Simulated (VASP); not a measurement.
A run of VASP 6.6.1 is set up as follows.

Contents of POSCAR:

```
Rb
1.0
   -2.8025000000      2.8025000000      2.8025000000
    2.8025000000     -2.8025000000      2.8025000000
    2.8025000000      2.8025000000     -2.8025000000
Rb
1
Direct
    0.0000000000      0.0000000000      0.0000000000
```

File INCAR.step1:

```
PREC     = Accurate       # precision mode
ENCUT    = 520            # plane-wave cutoff, eV
ISMEAR   = 0              # smearing method
SIGMA    = 0.1            # smearing width, eV
LREAL    = False          # projectors in reciprocal space
LASPH    = True           # aspherical terms in the spheres
NELM     = 80             # most SCF steps
NBANDS   = 10             # bands
GGA      = PE             # functional
ALGO     = Normal         # electronic algorithm
EDIFF    = 1E-4           # SCF threshold, eV
LWAVE    = True           # write WAVECAR
LCHARG   = False          # write CHGCAR
```

The input INCAR.step2:

```
PREC     = Accurate       # precision mode
ENCUT    = 520            # plane-wave cutoff, eV
EDIFF    = 1E-6           # SCF threshold, eV
ISMEAR   = 0              # smearing method
SIGMA    = 0.1            # smearing width, eV
LREAL    = False          # projectors in reciprocal space
LASPH    = True           # aspherical terms in the spheres
NELM     = 80             # most SCF steps
ALGO     = Normal         # electronic algorithm
ISIF     = 2              # what is computed and relaxed
LWAVE    = False          # write WAVECAR
LCHARG   = True           # write CHGCAR
METAGGA  = R2SCAN         # meta-GGA
LMIXTAU  = True         
LUSE_VDW = True         
IVDW_NL  = 2            
BPARAM   = 11.95        
CPARAM   = 0.0093       
LELF     = True           # ELF
LVHAR    = True         
NBANDS   = 10             # bands
ISTART   = 1
```

The input KPOINTS:

```
Automatic mesh
0
Gamma
  4 4 4
```

Potentials or basis: VASP PAW PBE potentials, release 64 (Rb_sv).

Run with:

```sh
$ cat potpaw_PBE.64/Rb_sv/POTCAR > POTCAR
$ cp INCAR.step1 INCAR
$ mpirun -np 1 vasp_std > vasp.out
$ cp INCAR.step2 INCAR
$ mpirun -np 1 vasp_std > vasp.out
```

(1) Predict the band gap on the k mesh.

(2) Predict the pressure.

Results:

(1) zero (an odd number of electrons rules out a gap without spin polarisation).

(2) 0.2 GPa.

Caveat: the k points lie up to 0.40 Å⁻¹ apart, too coarse for converged energies and pressures of a metal; the PAW data sets were made with another functional, which shifts forces and pressure a little.
